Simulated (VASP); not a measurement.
Input of a VASP 6.6.1 run:

The input POSCAR:

```
SrTe
1.0
    0.0000000000      3.3527582044      3.3527582044
    3.3527582044      0.0000000000      3.3527582044
    3.3527582044      3.3527582044      0.0000000000
Sr Te
1 1
Direct
    0.0000000000      0.0000000000      0.0000000000
    0.5000000000      0.5000000000      0.5000000000
```

The input INCAR.step1:

```
SYSTEM = SrTe
ALGO = Normal ; EDIFF = 1E-5
ENCUT = 400 ; GGA = PE
GGA_COMPAT = .FALSE. ; ISIF = 2
ISMEAR = 0 ; LASPH = .TRUE.
LCHARG = .FALSE. ; LREAL = .FALSE.
LWAVE = .TRUE. ; NBANDS = 15
NELM = 120 ; PREC = Accurate
SIGMA = 0.01
```

Contents of INCAR.step2:

```
SYSTEM = SrTe
AEXX = 0.25 ; ALGO = Normal
EDIFF = 1E-6 ; ENCUT = 400
GGA = PE ; GGA_COMPAT = .FALSE.
ISIF = 2 ; ISMEAR = 0
ISTART = 1 ; LASPH = .TRUE.
LCHARG = .FALSE. ; LHFCALC = .TRUE.
LREAL = .FALSE. ; LWAVE = .FALSE.
NBANDS = 15 ; NELM = 120
PREC = Accurate ; PRECFOCK = Normal
SIGMA = 0.01
```

Contents of KPOINTS:

```
k-points
0
G
  4 4 4
  0 0 0
```

Potentials or basis: VASP PAW PBE potentials, release 64 (Sr_sv, Te).

Launch:

```bash
$ cat potpaw_PBE.64/Sr_sv/POTCAR potpaw_PBE.64/Te/POTCAR > POTCAR
$ cp INCAR.step1 INCAR
$ mpirun -np 1 vasp_std > vasp.out
$ cp INCAR.step2 INCAR
$ mpirun -np 1 vasp_std > vasp.out
```

Task: Predict the pressure.

Result: -0.2 GPa.

Task: What does it give for the band gap on the k mesh?

Result: 3.18 eV (least direct gap 4.01 eV).

Caveat: the PAW data sets were made with another functional, which shifts forces and pressure a little; spin-orbit coupling is left out, which moves the levels of the heavy elements. A k mesh can miss the band edges.
